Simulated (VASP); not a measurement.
B:

```
CELL_PARAMETERS angstrom
3.74283 0.00000 0.00000
0.00000 3.74283 0.00000
0.00000 0.00000 3.74283
ATOMIC_POSITIONS crystal
B 0.00000 0.00000 0.00000
B 0.50000 0.50000 0.50000
B 0.25000 0.00000 0.50000
B 0.75000 0.00000 0.50000
B 0.50000 0.25000 0.00000
B 0.50000 0.75000 0.00000
B 0.00000 0.50000 0.25000
B 0.00000 0.50000 0.75000
```

- Program: VASP 6.6.1
- Task: relaxation of cell and atoms
- Functional: LDA
- Potentials or basis: VASP PAW LDA potentials, release 64 (B)
- Cutoff: 600 eV
- k mesh: 7 × 7 × 7
- Occupations: fermi-dirac, width 0.1 eV
- Spin: no spin polarisation

At the start: pressure -20.9 GPa; volume 6.55 Å³/atom.

Where does the relaxation end?

Over 3 steps the energy falls by 42.6 meV/atom and the volume is 5.95 Å³/atom (-9.2 %); space group Pm-3n (No. 223, to 0.05 Å).

The path:
```tsv
step	energy change (eV)	largest force (eV/Å)	pressure (GPa)	volume (Å³)
1	0.0000	0.0000	-20.88	52.43
2	-0.3066	0.0000	8.07	46.22
3	-0.3406	0.0000	0.05	47.59
```

Final structure:
```cif
data_structure
_symmetry_space_group_name_H-M 'P 1'
_symmetry_Int_Tables_number 1
_cell_length_a 3.6237
_cell_length_b 3.6237
_cell_length_c 3.6237
_cell_angle_alpha 90.000
_cell_angle_beta 90.000
_cell_angle_gamma 90.000
_cell_volume 47.59
loop_
_atom_site_label
_atom_site_type_symbol
_atom_site_fract_x
_atom_site_fract_y
_atom_site_fract_z
_atom_site_occupancy
B1 B 0.00000 0.00000 0.00000 1
B2 B 0.50000 0.50000 0.50000 1
B3 B 0.25000 0.00000 0.50000 1
B4 B 0.75000 0.00000 0.50000 1
B5 B 0.50000 0.25000 0.00000 1
B6 B 0.50000 0.75000 0.00000 1
B7 B 0.00000 0.50000 0.25000 1
B8 B 0.00000 0.50000 0.75000 1
```
